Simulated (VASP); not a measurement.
# LiNbO3 (R3c) in VASP: single point with PBE

Aim: the single point of LiNbO3 with PBE.

All numbers are computed with VASP 6.6.1; they aren't measurements. Logs are shortened: lines on timing, memory, paths and dates and some standing lists are left out, and cuts for length are marked.

### Step 1. The cell of the first run

Symmetry: R3c, No. 161, trigonal system. The conventional cell has a = 5.190 Å, b = 5.190 Å, c = 14.017 Å, α = 90.00°, β = 90.00°, γ = 120.00°. Li (site symmetry 3) has 6 O at 2.08 to 2.27 Å within 2.8 Å. Nb (site symmetry 3) has 6 O at 1.88 to 2.16 Å within 2.5 Å. Within 2.5 Å of O (site symmetry 1) lie 2 Nb at 1.88 to 2.16 Å and 2 Li at 2.08 to 2.27 Å.

### Step 2. Single point, PBE

INCAR reads:

```
SYSTEM = LiNbO3
PREC = Accurate
ENCUT = 520
EDIFF = 1E-6
ISMEAR = 0
SIGMA = 0.05
LREAL = Auto
LASPH = .TRUE.
NELM = 60
ALGO = Normal
ISIF = 2
LWAVE = .FALSE.
LCHARG = .FALSE.
GGA = PE
ISYM = 0
NBANDS = 84
```

KPOINTS reads:

```
regular mesh
0
G
  5 5 3
  0 0 0
```

POSCAR reads:

```
LiNbO3
1.0
   -5.1896854048      0.0000000000      0.0000000000
   -2.5948427024     -4.4943993982      0.0000000000
   -2.5948427024     -1.4981331327      9.3443622691
Li Nb O
4 4 12
Direct
    0.3591855160      0.3591855160      0.9224434520
    0.8591855160      0.8591855160      0.4224434520
    0.1091855160      0.1091855160      0.6724434520
    0.6091855160      0.6091855160      0.1724434520
    0.4997896453      0.4997896453      0.5006310642
    0.9997896453      0.9997896453      0.0006310642
    0.2497896453      0.2497896453      0.2506310642
    0.7497896453      0.7497896453      0.7506310642
    0.2631561092      0.6262555870      0.0948101613
    0.7631561092      0.1262555870      0.5948101613
    0.0157781425      0.2631561092      0.0948101613
    0.5157781425      0.7631561092      0.5948101613
    0.6262555870      0.0157781425      0.0948101613
    0.1262555870      0.5157781425      0.5948101613
    0.5131561092      0.2657781425      0.3448101613
    0.0131561092      0.7657781425      0.8448101613
    0.2657781425      0.8762555870      0.3448101613
    0.7657781425      0.3762555870      0.8448101613
    0.8762555870      0.5131561092      0.3448101613
    0.3762555870      0.0131561092      0.8448101613
```

Potentials or basis: VASP PAW PBE potentials, release 64 (Li_sv, Nb_sv, O).

On the command line:

```console
> cat potpaw_PBE.64/Li_sv/POTCAR potpaw_PBE.64/Nb_sv/POTCAR potpaw_PBE.64/O/POTCAR > POTCAR
> mpirun -np 1 vasp_std > vasp.out
```

OUTCAR:

```text
SYSTEM = LiNbO3
   PREC = Accurate
   ENCUT = 520
   EDIFF = 1E-6
   ISMEAR = 0
   LREAL = Auto
   LASPH = .TRUE.
   NELM = 60
   ISIF = 2
   GGA = PE
   ISYM = 0

 ion  position               nearest neighbor table
   1  0.359  0.359  0.922-  20 2.08  18 2.08  16 2.08   9 2.27  11 2.27  13 2.27
   2  0.859  0.859  0.422-  19 2.08  17 2.08  15 2.08  10 2.27  12 2.27  14 2.27
   3  0.109  0.109  0.672-  12 2.08  10 2.08  14 2.08  18 2.27  20 2.27  16 2.27
   4  0.609  0.609  0.172-  11 2.08   9 2.08  13 2.08  17 2.27  19 2.27  15 2.27
   5  0.500  0.500  0.501-  12 1.88  10 1.88  14 1.88  19 2.16  17 2.16  15 2.16
   6  1.000  1.000  0.001-  11 1.88   9 1.88  13 1.88  20 2.16  18 2.16  16 2.16
   7  0.250  0.250  0.251-  15 1.88  19 1.88  17 1.88   9 2.16  13 2.16  11 2.16
   8  0.750  0.750  0.751-  16 1.88  20 1.88  18 1.88  10 2.16  14 2.16  12 2.16
   9  0.263  0.626  0.095-   6 1.88   4 2.08   7 2.16   1 2.27
  10  0.763  0.126  0.595-   5 1.88   3 2.08   8 2.16   2 2.27
  11  0.016  0.263  0.095-   6 1.88   4 2.08   7 2.16   1 2.27
  12  0.516  0.763  0.595-   5 1.88   3 2.08   8 2.16   2 2.27
  13  0.626  0.016  0.095-   6 1.88   4 2.08   7 2.16   1 2.27
  14  0.126  0.516  0.595-   5 1.88   3 2.08   8 2.16   2 2.27
  15  0.513  0.266  0.345-   7 1.88   2 2.08   5 2.16   4 2.27
  16  0.013  0.766  0.845-   8 1.88   1 2.08   6 2.16   3 2.27
  17  0.266  0.876  0.345-   7 1.88   2 2.08   5 2.16   4 2.27
  18  0.766  0.376  0.845-   8 1.88   1 2.08   6 2.16   3 2.27
  19  0.876  0.513  0.345-   7 1.88   2 2.08   5 2.16   4 2.27
  20  0.376  0.013  0.845-   8 1.88   1 2.08   6 2.16   3 2.27

IMPORTANT INFORMATION: All symmetrisations will be switched off!
NOSYMM: (Re-)initialisation of all symmetry stuff for point group C_1.

----------------------------------------------------------------------------------------

                                     Primitive cell

  volume of cell :     217.9528

  direct lattice vectors                    reciprocal lattice vectors
    -5.189685405  0.000000000  0.000000000    -0.192689907  0.111249570 -0.035672133
    -2.594842702 -4.494399398  0.000000000     0.000000000 -0.222499140 -0.035672133
    -2.594842702 -1.498133133  9.344362269     0.000000000  0.000000000  0.107016399

  length of vectors
     5.189685405  5.189685405  9.812987198     0.225340561  0.225340561  0.107016399

  position of ions in fractional coordinates (direct lattice)
     0.359185516  0.359185516  0.922443452
     0.859185516  0.859185516  0.422443452
     0.109185516  0.109185516  0.672443452
     0.609185516  0.609185516  0.172443452
     0.499789645  0.499789645  0.500631064
     0.999789645  0.999789645  0.000631064
[... 12 lines left out ...]
     0.876255587  0.513156109  0.344810161
     0.376255587  0.013156109  0.844810161

  ion indices of the primitive-cell ions
   primitive index   ion index
                 1           1
                 2           2
                 3           3
                 4           4
                 5           5
                 6           6
[... 12 lines left out ...]
                19          19
                20          20

----------------------------------------------------------------------------------------

 KPOINTS: regular mesh

Automatic generation of k-mesh.
 Grid dimensions read from file:
 generate k-points for:    5    5    3

 Generating k-lattice:

  Cartesian coordinates                     Fractional coordinates (reciprocal lattice)
    -0.038537981  0.022249914 -0.007134427     0.200000000  0.000000000  0.000000000
     0.000000000 -0.044499828 -0.007134427     0.000000000  0.200000000  0.000000000
     0.000000000  0.000000000  0.035672133     0.000000000  0.000000000  0.333333333

  Length of vectors
     0.045068112  0.045068112  0.035672133

  Shift w.r.t. Gamma in fractional coordinates (k-lattice)
     0.000000000  0.000000000  0.000000000

 -----------------------------------------------------------------------------
|                                                                             |
|           W    W    AA    RRRRR   N    N  II  N    N   GGGG   !!!           |
|           W    W   A  A   R    R  NN   N  II  NN   N  G    G  !!!           |
|           W    W  A    A  R    R  N N  N  II  N N  N  G       !!!           |
|           W WW W  AAAAAA  RRRRR   N  N N  II  N  N N  G  GGG   !            |
|           WW  WW  A    A  R   R   N   NN  II  N   NN  G    G                |
|           W    W  A    A  R    R  N    N  II  N    N   GGGG   !!!           |
|                                                                             |
|     Your reciprocal lattice and k-lattice belong to different lattice       |
|     classes:                                                                |
|                                                                             |
|        The reciprocal lattice is rhombohedral (trigonal),                   |
|        whereas your k-lattice is base-centered monoclinic.                  |
|                                                                             |
|     Results are often still useful ...                                      |
|                                                                             |
 -----------------------------------------------------------------------------

 WARNING: IBZKPT: internal override: KBLOWUP is changed to .FALSE.
      ... skipping the blow-up phase ...

 Subroutine IBZKPT returns following result:
 ===========================================

 Found     38 irreducible k-points:

 Following reciprocal coordinates:
            Coordinates               Weight
  0.000000  0.000000  0.000000      1.000000
  0.200000  0.000000  0.000000      2.000000
  0.400000  0.000000 -0.000000      2.000000
  0.000000  0.200000 -0.000000      2.000000
  0.200000  0.200000  0.000000      2.000000
  0.400000  0.200000  0.000000      2.000000
[... 16 lines left out ...]
 -0.200000  0.200000  0.333333      2.000000
  0.000000  0.400000  0.333333      2.000000
 [... further k-points ...]
   k-points           NKPTS =     38   k-points in BZ     NKDIM =     38   number of bands    NBANDS=     84
   number of dos      NEDOS =    301   number of ions     NIONS =     20
   total plane-waves  NPLWV = 128000
   dimension x,y,z NGX =    40 NGY =   40 NGZ =   80
   dimension x,y,z NGXF=    80 NGYF=   80 NGZF=  160
   ions per type =               4   4  12
   NGX,Y,Z   is equivalent  to a cutoff of  12.81, 12.81, 13.55 a.u.
   NGXF,Y,Z  is equivalent  to a cutoff of  25.63, 25.63, 27.11 a.u.
 SYSTEM =  LiNbO3
   PREC   = accura    normal or accurate (medium, high low for compatibility)
   ISTART =      0    job   : 0-new  1-cont  2-samecut
   ICHARG =      2    charge: 1-file 2-atom 10-const
   ISPIN  =      1    spin polarized calculation?
   LNONCOLLINEAR =      F non collinear calculations
   LSORBIT =      F    spin-orbit coupling
   LASPH  =      T    aspherical Exc in radial PAW
   ENCUT  =  520.0 eV  38.22 Ry    6.18 a.u.   9.65  9.65 18.25*2*pi/ulx,y,z
   NELM   =     60;   NELMIN=  2; NELMDL= -5     # of ELM steps
   EDIFF  = 0.1E-05   stopping-criterion for ELM
   LREAL  =      T    real-space projection
   EDIFFG = 0.1E-04   stopping-criterion for IOM
   NSW    =      0    number of steps for IOM
   IBRION =     -1    ionic relax: 0-MD 1-quasi-New 2-CG
   NFREE  =      0    steps in history (QN), initial steepest desc. (CG)
   ISIF   =      2    stress and relaxation
   ISYM   =      0    0-nonsym 1-usesym 2-fastsym
   POTIM  = 0.5000    time-step for ionic-motion
   TEBEG  =    0.0;   TEEND  =   0.0 temperature during run
   PSTRESS=    0.0 pullay stress
   NELECT =     136.0000    total number of electrons
   NUPDOWN=      -1.0000    fix difference up-down
   EMIN   =  10.00;   EMAX   =-10.00  energy-range for DOS
   EFERMI =   0.00;   METHOD = LEGACY
   ISMEAR =     0;   SIGMA  =   0.05  broadening in eV -4-tet -1-fermi 0-gaus
   EFERMI_NEDOS =   21; number of points for ismear=-14 and -15
   IALGO  =     38    algorithm
   IMIX   =      4    mixing-type and parameters
     AMIX     =   0.40;   BMIX     =  1.00
     AMIX_MAG =   1.60;   BMIX_MAG =  1.00
  volume/ion in A,a.u.               =      10.90        73.54
  Fermi-wavevector in a.u.,A,eV,Ry     =   1.398944  2.643621 26.627206  1.957044
  Thomas-Fermi vector in A             =   2.522052
   LORBIT       =      0    0 simple, 1 ext, 2 COOP (PROOUT), +10 PAW based schemes
   GGA     = PE    functional components
   LHFCALC =     F    Hartree Fock is set to
   AEXX    =    0.0000 exact exchange contribution
   IVDW    =     0    specifies the selected vdW correction
   LEPSILON=     F    determine dielectric tensor
   LRPA    =     F    only Hartree local field effects (RPA)
 non-spin polarized calculation
 Gauss-broadening in eV      SIGMA  =   0.05
  energy-cutoff  :      520.00
  volume of cell :      217.95
 maximum number of plane-waves:      5909
   NGX = 19   NGY = 19   NGZ = 37

 number of electron     135.9999992 magnetization

 Free energy of the ion-electron system (eV)
  ---------------------------------------------------
  ext. energy  EPLUGINS =         0.00000000
  ---------------------------------------------------
  free energy    TOTEN  =      -160.08798986 eV

  energy without entropy =     -160.08798986  energy(sigma->0) =     -160.08798986

 E-fermi :   3.6626     XC(G=0): -10.6670

 val. band max:        3.3223795178   @ k =   0.0000   0.0000   0.3333
 cond. band min:       6.8534066303   @ k =  -0.4000   0.4000   0.0000
 fundamental gap:      3.5310271125
 Fermi energy:         3.6626422671

 k-point     1 :       0.0000    0.0000    0.0000
  band No.  band energies     occupation
      1     -50.9127      2.00000
      2     -50.9060      2.00000
      3     -50.9060      2.00000
      4     -50.8993      2.00000
      5     -39.3458      2.00000
      6     -39.3447      2.00000
[... 72 lines left out ...]
     79       8.3924      0.00000
[... 1908 lines left out ...]
     79       8.4318      0.00000
     80       8.6065      0.00000

 [... further k-points ...]

 [bands above 80 left out]

------------------------ aborting loop because EDIFF is reached ----------------------------------------

  FORCE on cell =-STRESS in cart. coord.  units (eV):
  Direction    XX          YY          ZZ          XY          YZ          ZX
  --------------------------------------------------------------------------------------
  -------------------------------------------------------------------------------------
  Total       -0.4085453     -0.4123970     -0.4452365      0.0032188     -0.0001433      0.0002242
  in kB       -3.0032290     -3.0315431     -3.2729473      0.0236614     -0.0010532      0.0016485
  external PRESSURE =      -3.1025731 kB  Pullay stress =       0.0000000 kB

 VOLUME and BASIS-vectors are now :
 -----------------------------------------------------------------------------
  energy-cutoff  :      520.00
  volume of cell :      217.95
      direct lattice vectors                 reciprocal lattice vectors
    -5.189685405  0.000000000  0.000000000    -0.192689907  0.111249570 -0.035672133
    -2.594842702 -4.494399398  0.000000000     0.000000000 -0.222499140 -0.035672133
    -2.594842702 -1.498133133  9.344362269     0.000000000  0.000000000  0.107016399

 POSITION                                       TOTAL-FORCE (eV/Angst)
 -----------------------------------------------------------------------------------
     -5.18969     -2.99627      8.61965        -0.000385     -0.000276      0.003315
     -7.78453     -4.49440      3.94746        -0.000387     -0.000273      0.003305
     -2.59484     -1.49813      6.28356        -0.000428     -0.000197      0.003293
     -5.18969     -2.99627      1.61137        -0.000429     -0.000192      0.003301
     -5.18969     -2.99627      4.67808        -0.000501     -0.000250     -0.024834
     -7.78453     -4.49440      0.00590        -0.000497     -0.000257     -0.024841
[... 12 lines left out ...]
     -6.77378     -2.82290      3.22203         0.003884      0.007011      0.007197
     -4.17894     -1.32477      7.89421         0.003912      0.006984      0.007204
 -----------------------------------------------------------------------------------
    total drift:                                0.003931      0.002214     -0.001409

  FREE ENERGIE OF THE ION-ELECTRON SYSTEM (eV)
  ---------------------------------------------------
  free  energy   TOTEN  =      -160.0879898562 eV

  energy  without entropy=     -160.0879898562  energy(sigma->0) =     -160.08798986
```

It took 19 min on 1 thread of Intel Xeon Platinum 8488C (Sapphire Rapids), shared host; peak memory 0.61 GiB.

What came out:

| Property | Result |
| --- | --- |
| Free energy | -160.0880 eV |
| Largest force | 0.025 eV/Å |
| Band gap on the k mesh | 3.53 eV |

Forces in eV/Å, atoms in the order of the input:
```
Li   0.000  0.000  0.003
Li   0.000  0.000  0.003
Li   0.000  0.000  0.003
Li   0.000  0.000  0.003
Nb  -0.001  0.000 -0.025
Nb   0.000  0.000 -0.025
Nb   0.000  0.000 -0.025
Nb   0.000  0.000 -0.025
O    0.008  0.000  0.007
O    0.008  0.000  0.007
O   -0.005  0.006  0.008
O   -0.005  0.006  0.008
O   -0.003 -0.004  0.006
O   -0.003 -0.004  0.006
O    0.003 -0.007  0.008
O    0.003 -0.007  0.008
O   -0.005 -0.001  0.006
O   -0.005 -0.001  0.006
O    0.004  0.007  0.007
O    0.004  0.007  0.007
```

Caveat: the cutoff is under 1.25 times the usual one of these potentials, so pressure, stress and relaxed cells hold a basis-set (Pulay) error. A k mesh can miss the band edges.
